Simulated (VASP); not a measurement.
Runs of VASP 6.6.1 on AlSn. The structure is that of space group P-6m2 (No. 187), or close to it. The cells are those of the table. 

| cell | gap on the mesh (eV) | pressure (GPa) |
| --- | --- | --- |
| a = 4.053, b = 4.053, c = 3.193 Å, angles 90.0, 90.0, 120.0°, 2 atoms | none | 5.0 |
| a = 4.163, b = 4.163, c = 3.279 Å, angles 90.0, 90.0, 120.0°, 2 atoms | none | (b) |
| a = 4.090, b = 4.090, c = 3.222 Å, angles 90.0, 90.0, 120.0°, 2 atoms | none | (c) |
| a = 4.233, b = 4.233, c = 3.334 Å, angles 90.0, 90.0, 120.0°, 2 atoms | none | -2.8 |
| a = 4.127, b = 4.127, c = 3.251 Å, angles 90.0, 90.0, 120.0°, 2 atoms | none | 1.2 |
| a = 4.267, b = 4.267, c = 3.361 Å, angles 90.0, 90.0, 120.0°, 2 atoms | none | -3.7 |
| a = 4.301, b = 4.301, c = 3.388 Å, angles 90.0, 90.0, 120.0°, 2 atoms | none | -4.5 |
| a = 4.198, b = 4.198, c = 3.307 Å, angles 90.0, 90.0, 120.0°, 2 atoms | none | (a) |

Alike in all rows: task single point; level r2SCAN; potentials or basis VASP PAW PBE potentials, release 64 (Al, Sn_d); no spin polarisation; k mesh 8 × 8 × 9; cutoff (eV) 520; smearing methfessel-paxton 0.1 eV.

Q: Fill in the values left out.

A: (a) -1.7; (b) -0.3; (c) 3.0.

Caveats: the PAW data sets were made with another functional, which shifts forces and pressure a little; spin-orbit coupling is left out, which moves the levels of the heavy elements.

A k mesh can miss the band edges, and the runs leave out spin-orbit coupling on Sn.

A gap of «none» marks levels without a gap at the run's occupations.
